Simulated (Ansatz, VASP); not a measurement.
# SiNi: VASP beside Ansatz

Contents of INCAR:

```
SYSTEM = SiNi
  PREC = Accurate
  ENCUT = 600
  EDIFF = 1E-7
  ISMEAR = -1
  SIGMA = 0.15
  LREAL = .False.
  LASPH = .True.
  NELM = 60
  ALGO = Normal
  ISIF = 3
  LWAVE = .False.
  LCHARG = .False.
  GGA = PE
  IBRION = 2
  NSW = 80
  EDIFFG = -0.001
```

Contents of KPOINTS:

```
regular mesh
0
Gamma
  8 10 6
  0 0 0
```

Contents of POSCAR:

```
SiNi
1.0
    5.1540862251      0.0000000000      0.0000000000
    0.0000000000      3.3754898118      0.0000000000
    0.0000000000      0.0000000000      5.6197143914
Si Ni
4 4
Direct
    0.3212470323      0.7500000000      0.0840781143
    0.1787529677      0.2500000000      0.5840781143
    0.8212470323      0.7500000000      0.4159218857
    0.6787529677      0.2500000000      0.9159218857
    0.0082176506      0.2500000000      0.1884869083
    0.4917823494      0.7500000000      0.6884869083
    0.5082176506      0.2500000000      0.3115130917
    0.9917823494      0.7500000000      0.8115130917
```

Input for Ansatz:

```yaml
crystal:
  lattice:
    - [5.1540862139, 0.0, 0.0]
    - [0.0, 3.3754898144, 0.0]
    - [0.0, 0.0, 5.6197143949]
  atoms:
    - { symbol: Si, position: [0.3212470319, 0.75, 0.0840781133] }
    - { symbol: Si, position: [0.1787529681, 0.25, 0.5840781133] }
    - { symbol: Si, position: [0.8212470319, 0.75, 0.4159218867] }
    - { symbol: Si, position: [0.6787529681, 0.25, 0.9159218867] }
    - { symbol: Ni, position: [0.0082176515, 0.25, 0.1884869078] }
    - { symbol: Ni, position: [0.4917823485, 0.75, 0.6884869078] }
    - { symbol: Ni, position: [0.5082176515, 0.25, 0.3115130922] }
    - { symbol: Ni, position: [0.9917823485, 0.75, 0.8115130922] }
basis:
  ecutwfc: 420
kpoints:
  mp_grid: { grid: [8, 10, 6] }
hamiltonian:
  xc: pbe
scf:
  occupations: { method: fermi_dirac, width: 0.15 }
output:
  forces: true
  stress: true
  eigenvalues: true
relax:
  adjacent_minimum: "off"
  f_tol: 0.001
  max_steps: 60
  cell: { stress_tol: 0.01 }
```

Alike in both runs: task relaxation of cell and atoms; functional PBE; k mesh 8 × 10 × 6; occupations fermi-dirac, width 0.15 eV; no spin polarisation.

|  | VASP | Ansatz |
| --- | --- | --- |
| version | VASP 6.6.1 | Ansatz 0.2.0 |
| potentials or method | VASP PAW PBE potentials, release 64 (Si, Ni), cutoff 600 eV | scalar-relativistic, plane waves, PAW |
| valence electrons in the cell | 56 | 88 |

```csv
,VASP,Ansatz,Ansatz less VASP
"gap on the k mesh at the Fermi level, each at its own relaxed structure (eV)",none,none,-
relaxed volume (Å³/atom),12.24,12.24,0.000
relaxed length of the cell vector where the two differ most in proportion (Å),3.349,3.355,+0.0064
```

A gap of «none» marks a metal or a gap that the smearing closes. VASP's potentials hold 56 valence electrons a cell and Ansatz's 88, so a difference there can come from the potentials and not from the codes.
